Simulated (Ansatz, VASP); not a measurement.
## Two plane-wave programs on Ti

Contents of INCAR:

```
ALGO = Normal
EDIFF = 1E-7
ENCUT = 520
GGA = PS
ISIF = 2
ISMEAR = -1
LASPH = T
LCHARG = T
LELF = T
LREAL = F
LVHAR = T
LWAVE = F
NBANDS = 19
NELM = 60
PREC = Accurate
SIGMA = 0.1
```

Contents of KPOINTS:

```
k-points
0
Gamma
  20 20 11
```

File POSCAR:

```
Ti
1.0
    3.0126368162      0.0000000000      0.0000000000
   -1.5063184081      2.6090200152      0.0000000000
    0.0000000000      0.0000000000      4.7722149764
Ti
2
Direct
    0.3333333333      0.6666666667      0.2500000000
    0.6666666667      0.3333333333      0.7500000000
```

Input for Ansatz:

```yaml
crystal:
  lattice:
    - [3.0126368162, 0.0, 0.0]
    - [-1.5063184081, 2.6090200152, 0.0]
    - [0.0, 0.0, 4.7722149764]
  atoms:
    - { symbol: Ti, position: [0.3333333333, 0.6666666667, 0.25] }
    - { symbol: Ti, position: [0.6666666667, 0.3333333333, 0.75] }
hamiltonian:
  xc: pbesol
  pseudopotentials:
    kind: paw
    azcp:
      Ti: "pseudopotentials/Ti.paw.azcp"
basis:
  ecutwfc: 420
  fft_grid_basis: typed
kpoints:
  mp_grid: { grid: [20, 20, 11], shift: [0, 0, 0] }
magnetization:
  spin_polarized: false
scf:
  occupations: { method: fermi_dirac, width: 0.1 }
output:
  stress: true
```

Alike in both runs: task single point; functional PBEsol; k mesh 20 × 20 × 11; occupations fermi-dirac, width 0.1 eV; no spin polarisation.

|  | VASP | Ansatz |
| --- | --- | --- |
| version | VASP 6.6.1 | Ansatz 0.2.0 |
| potentials or method | VASP PAW PBE potentials, release 64 (Ti_sv), cutoff 520 eV | plane waves (420 eV) with PAW, scalar-relativistic |
| valence electrons in the cell | 24 | 24 |

```csv
,VASP,Ansatz,Ansatz less VASP
pressure (GPa),-11.1,-11.0,+0.11
"traceless stress, the component that is largest in VASP (GPa)",-0.18,-0.18,-0.002
```

VASP's potentials were made for PBE, not for PBEsol, and Ansatz warns of the same on its side. The functional is the same, so the differences come from potentials, cutoffs and numerics.
